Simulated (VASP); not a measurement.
# TiB2 in VASP: further runs, part 2 of 2

VASP 6.6.1.

**5. Relaxation of cell and atoms, PBE**

Contents of INCAR:

```
PREC     = Accurate       # precision mode
ENCUT    = 600            # plane-wave cutoff, eV
EDIFF    = 1E-6           # SCF threshold, eV
ISMEAR   = 0              # smearing method
SIGMA    = 0.1            # smearing width, eV
LREAL    = F              # projectors in reciprocal space
LASPH    = T              # aspherical terms in the spheres
NELM     = 80             # most SCF steps
ALGO     = Normal         # electronic algorithm
ISIF     = 3              # what is computed and relaxed
LWAVE    = F              # write WAVECAR
LCHARG   = F              # write CHGCAR
GGA      = PE             # functional
IBRION   = 2              # ionic algorithm
NSW      = 100            # ionic steps
EDIFFG   = -0.01          # ionic threshold
```

Contents of KPOINTS:

```
Automatic mesh
0
Gamma
  18 18 14
```

Contents of POSCAR:

```
TiB2
1.0
    3.0330394025      0.0000000000      0.0000000000
   -1.5165197013      2.6266891732      0.0000000000
    0.0000000000      0.0000000000      3.2192489855
Ti B
1 2
Direct
    0.0000000000      0.0000000000      0.0000000000
    0.6666666667      0.3333333333      0.5000000000
    0.3333333333      0.6666666667      0.5000000000
```

Potentials or basis: VASP PAW PBE potentials, release 64 (Ti_sv, B).

Command:

```bash
$ cat potpaw_PBE.64/Ti_sv/POTCAR potpaw_PBE.64/B/POTCAR > POTCAR
$ mpirun -np 1 vasp_std > vasp.out
```

OUTCAR:

```text
PREC = Accurate
   ENCUT = 600
   EDIFF = 1E-6
   ISMEAR = 0
   LREAL = F
   LASPH = T
   NELM = 80
   ISIF = 3
   GGA = PE
   IBRION = 2
   NSW = 100
   EDIFFG = -0.01

 ion  position               nearest neighbor table
   1  0.000  0.000  0.000-   2 2.38   3 2.38   2 2.38   3 2.38   3 2.38   3 2.38   2 2.38   2 2.38
                             2 2.38   2 2.38   3 2.38   3 2.38
   2  0.667  0.333  0.500-   3 1.75   3 1.75   3 1.75   1 2.38   1 2.38   1 2.38   1 2.38   1 2.38
                             1 2.38
   3  0.333  0.667  0.500-   2 1.75   2 1.75   2 1.75   1 2.38   1 2.38   1 2.38   1 2.38   1 2.38
                             1 2.38

  LATTYP: Found a hexagonal cell.
 ALAT       =     3.0330394025
 C/A-ratio  =     1.0613937237

  Lattice vectors:

 A1 = (   3.0330394025,   0.0000000000,   0.0000000000)
 A2 = (  -1.5165197013,   2.6266891732,   0.0000000000)
 A3 = (   0.0000000000,   0.0000000000,   3.2192489855)

Analysis of symmetry for initial positions (statically):
=====================================================================
 Subroutine PRICEL returns:
 Original cell was already a primitive cell.

 Routine SETGRP: Setting up the symmetry group for a
 hexagonal supercell.

 Subroutine GETGRP returns: Found 24 space group operations
 (whereof 24 operations were pure point group operations)
 out of a pool of 24 trial point group operations.

The static configuration has the point symmetry D_6h.

Analysis of symmetry for dynamics (positions and initial velocities):
=====================================================================
 Subroutine PRICEL returns:
 Original cell was already a primitive cell.

 Routine SETGRP: Setting up the symmetry group for a
 hexagonal supercell.

 Subroutine GETGRP returns: Found 24 space group operations
 (whereof 24 operations were pure point group operations)
 out of a pool of 24 trial point group operations.

The dynamic configuration has the point symmetry D_6h.

 Subroutine INISYM returns: Found 24 space group operations
 (whereof 24 operations are pure point group operations),
 and found     1 'primitive' translations

----------------------------------------------------------------------------------------

                                     Primitive cell

  volume of cell :      25.6473

  direct lattice vectors                    reciprocal lattice vectors
     3.033039403  0.000000000  0.000000000     0.329702278  0.190353699  0.000000000
    -1.516519701  2.626689173  0.000000000     0.000000000  0.380707398  0.000000000
     0.000000000  0.000000000  3.219248986     0.000000000  0.000000000  0.310631456

  length of vectors
     3.033039403  3.033039402  3.219248986     0.380707398  0.380707398  0.310631456

  position of ions in fractional coordinates (direct lattice)
     0.000000000  0.000000000  0.000000000
     0.666666667  0.333333333  0.500000000
     0.333333333  0.666666667  0.500000000

  ion indices of the primitive-cell ions
   primitive index   ion index
                 1           1
                 2           2
                 3           3

[... 60 lines left out ...]
   NGXF,Y,Z  is equivalent  to a cutoff of  26.31, 26.31, 28.92 a.u.
 SYSTEM =  unknown system
   PREC   = accura    normal or accurate (medium, high low for compatibility)
   ISTART =      0    job   : 0-new  1-cont  2-samecut
   ICHARG =      2    charge: 1-file 2-atom 10-const
   ISPIN  =      1    spin polarized calculation?
   LNONCOLLINEAR =      F non collinear calculations
   LSORBIT =      F    spin-orbit coupling
   LASPH  =      T    aspherical Exc in radial PAW
   ENCUT  =  600.0 eV  44.10 Ry    6.64 a.u.   6.06  6.06  6.43*2*pi/ulx,y,z
   NELM   =     80;   NELMIN=  2; NELMDL= -5     # of ELM steps
   EDIFF  = 0.1E-05   stopping-criterion for ELM
   LREAL  =      F    real-space projection
   EDIFFG = -.1E-01   stopping-criterion for IOM
   NSW    =    100    number of steps for IOM
   IBRION =      2    ionic relax: 0-MD 1-quasi-New 2-CG
   NFREE  =      1    steps in history (QN), initial steepest desc. (CG)
   ISIF   =      3    stress and relaxation
   ISYM   =      2    0-nonsym 1-usesym 2-fastsym
   POTIM  = 0.5000    time-step for ionic-motion
   TEBEG  =    0.0;   TEEND  =   0.0 temperature during run
   PSTRESS=    0.0 pullay stress
   NELECT =      18.0000    total number of electrons
   NUPDOWN=      -1.0000    fix difference up-down
   EMIN   =  10.00;   EMAX   =-10.00  energy-range for DOS
   EFERMI =   0.00;   METHOD = LEGACY
   ISMEAR =     0;   SIGMA  =   0.10  broadening in eV -4-tet -1-fermi 0-gaus
   EFERMI_NEDOS =   21; number of points for ismear=-14 and -15
   IALGO  =     38    algorithm
   IMIX   =      4    mixing-type and parameters
     AMIX     =   0.40;   BMIX     =  1.00
     AMIX_MAG =   1.60;   BMIX_MAG =  1.00
  volume/ion in A,a.u.               =       8.55        57.69
  Fermi-wavevector in a.u.,A,eV,Ry     =   1.454851  2.749270 28.797981  2.116592
  Thomas-Fermi vector in A             =   2.571954
   LORBIT       =      0    0 simple, 1 ext, 2 COOP (PROOUT), +10 PAW based schemes
   GGA     = PE    functional components
   LHFCALC =     F    Hartree Fock is set to
   AEXX    =    0.0000 exact exchange contribution
   IVDW    =     0    specifies the selected vdW correction
   LEPSILON=     F    determine dielectric tensor
   LRPA    =     F    only Hartree local field effects (RPA)
 conjugate gradient relaxation of ions
 non-spin polarized calculation
 Gauss-broadening in eV      SIGMA  =   0.10
  energy-cutoff  :      600.00
  volume of cell :       25.65
 maximum number of plane-waves:       876
   NGX = 13   NGY = 13   NGZ = 13

--------------------------------------- Ionic step        1  -------------------------------------------

 number of electron      18.0000002 magnetization

 Free energy of the ion-electron system (eV)
  ---------------------------------------------------
  ext. energy  EPLUGINS =         0.00000000
  ---------------------------------------------------
  free energy    TOTEN  =       -24.43244125 eV

  energy without entropy =      -24.43069484  energy(sigma->0) =      -24.43156804

------------------------ aborting loop because EDIFF is reached ----------------------------------------

  FORCE on cell =-STRESS in cart. coord.  units (eV):
  Direction    XX          YY          ZZ          XY          YZ          ZX
  --------------------------------------------------------------------------------------
  -------------------------------------------------------------------------------------
  Total        0.0079896      0.0079896      0.1312367     -0.0000000      0.0000000     -0.0000000
  in kB        0.4991100      0.4991100      8.1983133     -0.0000000      0.0000000     -0.0000000
  external PRESSURE =       3.0655111 kB  Pullay stress =       0.0000000 kB
[... 209 lines left out ...]
--------------------------------------- Ionic step        7  -------------------------------------------

 number of electron      18.0000002 magnetization

 Free energy of the ion-electron system (eV)
  ---------------------------------------------------
  ext. energy  EPLUGINS =         0.00000000
  ---------------------------------------------------
  free energy    TOTEN  =       -24.43255595 eV

  energy without entropy =      -24.43082173  energy(sigma->0) =      -24.43168884

 E-fermi :  10.0379     XC(G=0): -12.7655

 val. band max:       10.0251517123   @ k =   0.0556   0.0556   0.5000
 cond. band min:      10.0479940920   @ k =   0.0556   0.0556   0.2857
 fundamental gap:      0.0228423797
 Fermi energy:        10.0379215941

 k-point     1 :       0.0000    0.0000    0.0000
  band No.  band energies     occupation
      1     -46.9642      2.00000
      2     -23.3165      2.00000
      3     -23.0029      2.00000
      4     -23.0029      2.00000
      5      -3.5100      2.00000
      6       7.3799      2.00000
      7       7.3799      2.00000
      8       7.6830      2.00000
      9       7.8846      2.00000
     10      11.8798      0.00000
     11      11.8798      0.00000
     12      13.6499      0.00000
     13      13.6499      0.00000
[... 354 lines left out ...]
  band No.  band energies     occupation
      1     -46.9103      2.00000
      2     -23.3783      2.00000
      3     -23.2480      2.00000
      4     -23.1222      2.00000
      5       0.0395      2.00000
      6       1.6675      2.00000
      7       5.5211      2.00000
      8       6.9413      2.00000
      9       8.8574      2.00000
     10      10.4751      0.00000
     11      12.2777      0.00000
     12      13.0597      0.00000
     13      14.4248      0.00000

 [... further k-points ...]

------------------------ aborting loop because EDIFF is reached ----------------------------------------

  FORCE on cell =-STRESS in cart. coord.  units (eV):
  Direction    XX          YY          ZZ          XY          YZ          ZX
  --------------------------------------------------------------------------------------
  -------------------------------------------------------------------------------------
  Total        0.0216290      0.0216290      0.0040387     -0.0000000     -0.0000000     -0.0000000
  in kB        1.3497831      1.3497831      0.2520376     -0.0000000     -0.0000000     -0.0000000
  external PRESSURE =       0.9838679 kB  Pullay stress =       0.0000000 kB
[... 18 lines left out ...]
  FREE ENERGIE OF THE ION-ELECTRON SYSTEM (eV)
  ---------------------------------------------------
  free  energy   TOTEN  =       -24.4325559537 eV

  energy  without entropy=      -24.4308217315  energy(sigma->0) =      -24.43168884

 reached required accuracy - stopping structural energy minimisation
```

It used 360 s of CPU time on 1 thread of AMD EPYC 7R13 Processor (Zen 3), with other jobs on the host.

What came out:

- Free energy: -24.4326 eV
- Relaxed volume: 8.56 Å³/atom
- Relaxed cell: a = 3.032 Å, b = 3.032 Å, c = 3.225 Å, α = 90.00°, β = 90.00°, γ = 120.00°
- Space group after relaxing (to 0.1 Å): P6/mmm (No. 191)
- Energy gained by relaxing: 0.0 meV/atom
- Ionic steps: 7
- Pressure after relaxing: 0.1 GPa
- Band gap on the k mesh: zero (bands 9 and 10 overlap by 0.60 eV)

Step by step:
```tsv
step	energy change (eV)	largest force (eV/Å)	pressure (GPa)	volume (Å³)
1	0.0000	0.0000	0.31	25.65
2	-0.0001	0.0000	-0.19	25.71
3	-0.0001	0.0000	-0.19	25.70
4	-0.0001	0.0000	-0.15	25.69
5	-0.0001	0.0000	-0.12	25.69
6	-0.0001	0.0000	-0.11	25.69
7	-0.0001	0.0000	0.10	25.67
```

Final structure:
```yaml
crystal:
  lattice:
    - [3.03174, 0.00000, 0.00000]
    - [-1.51587, 2.62556, 0.00000]
    - [0.00000, 0.00000, 3.22530]
  atoms:
    - { symbol: Ti, position: [0.00000, 0.00000, 0.00000] }
    - { symbol: B, position: [0.66667, 0.33333, 0.50000] }
    - { symbol: B, position: [0.33333, 0.66667, 0.50000] }
```

Levels at points of the mesh, in eV from the Fermi level:
```
           k point  band 5  band 6  band 7  band 8  band 9  band 10  band 11  band 12  band 13
(0.00, 0.00, 0.00)  -13.55   -2.66   -2.66   -2.35   -2.15     1.84     1.84     3.61     3.61
(0.50, 0.00, 0.00)   -9.41   -9.29   -3.32   -3.25   -2.31     1.29     2.69     3.16     3.32
(0.00, 0.00, 0.50)  -11.63   -7.65   -0.61   -0.61   -0.24    -0.24     0.39     0.39     1.61
(0.50, 0.00, 0.50)   -9.80   -7.59   -4.69   -3.86   -3.19     2.44     2.87     4.42     4.53
```

**6. Summary**

| task | spin | cell | k mesh | cutoff (eV) | gap on the mesh (eV) | pressure (GPa) |
| --- | --- | --- | --- | --- | --- | --- |
| single point | collinear | a = 3.033, b = 3.033, c = 3.219 Å, angles 90.0, 90.0, 120.0°, 3 atoms, atomic positions A | 6 × 6 × 6 | 520 | none | 0.7 |
| single point | off | a = 4.423 Å, angles 86.6, 107.2, 139.8°, 6 atoms, atomic positions B | 6 × 6 × 6 | 520 | none | 0.2 |
| single point | off | a = 3.032, b = 3.032, c = 3.224 Å, angles 90.0, 90.0, 120.0°, 3 atoms, atomic positions A | 18 × 18 × 14 | 520 | none | 0.2 |
| relaxation of cell and atoms | off | relaxed from a = 3.033, b = 3.033, c = 3.219 Å, angles 90.0, 90.0, 120.0°, 3 atoms, atomic positions A | 18 × 18 × 14 | 600 | none | 0.1 |

Alike in all rows: level PBE; potentials or basis VASP PAW PBE potentials, release 64 (Ti_sv, B); smearing gaussian 0.1 eV.

Caveats: some runs use coarse meshes.

Total energies depend on the potentials used, so only differences within one code and one set of settings carry meaning.
